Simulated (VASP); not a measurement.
A run of VASP 6.6.1:

File INCAR:

```
SYSTEM = Cd3TeSe2
PREC     = Accurate       ! precision mode
ENCUT    = 520            ! plane-wave cutoff, eV
EDIFF    = 1E-7           ! SCF threshold, eV
ISMEAR   = 0              ! smearing method
SIGMA    = 0.2            ! smearing width, eV
LREAL    = .False.        ! projectors in reciprocal space
LASPH    = .True.         ! aspherical terms in the spheres
NELM     = 100            ! most SCF steps
ALGO     = Normal         ! electronic algorithm
ISIF     = 2              ! what is computed and relaxed
LWAVE    = .False.        ! write WAVECAR
LCHARG   = .True.         ! write CHGCAR
GGA      = PE             ! functional
LELF     = .True.         ! ELF
LVHAR    = .True.       
NBANDS   = 66             ! bands
```

Contents of KPOINTS:

```
Automatic mesh
0
Gamma
  6 6 1
  0 0 0
```

Contents of POSCAR:

```
Cd3TeSe2
1.0
    4.4801452670      0.0006115120     -0.0001857259
   -2.2395399078      3.8805496984     -0.0000243826
   -0.0009836322     -0.0003308807     21.9849624465
Cd Te Se
6 2 4
Direct
   -0.0009013325      0.0008180060      0.9998820503
    0.0021750402      0.0019130620      0.3192989367
   -0.0007347068     -0.0019159171      0.6807576924
    0.6673452991      0.3349366371      0.1594671554
    0.6655415383      0.3315892789      0.5005981136
    0.6667018092      0.3326720608      0.8401935694
   -0.0009316587     -0.0016309563      0.4502721797
    0.6658328788      0.3315308950      0.6302437988
    0.0006665445      0.0014826906      0.1222944784
   -0.0001187823     -0.0007602678      0.8024931844
    0.6686083490      0.3352267387      0.2820820796
    0.6658150213      0.3341377718      0.9624157612
```

Potentials or basis: VASP PAW PBE potentials, release 64 (Cd, Te, Se).

Command:

```bash
$ cat potpaw_PBE.64/Cd/POTCAR potpaw_PBE.64/Te/POTCAR potpaw_PBE.64/Se/POTCAR > POTCAR
$ mpirun -np 1 vasp_std > vasp.out
```

Hardware: 1 thread of Intel(R) Xeon(R) Platinum 8488C (Sapphire Rapids) (shared host).

Problem. How long does it take, and how much memory?

Solution. Run time: 19 min on 1 thread of Intel(R) Xeon(R) Platinum 8488C (Sapphire Rapids), on a shared host, peak memory 0.75 GiB. Counts: scf iterations 18, k points 20.
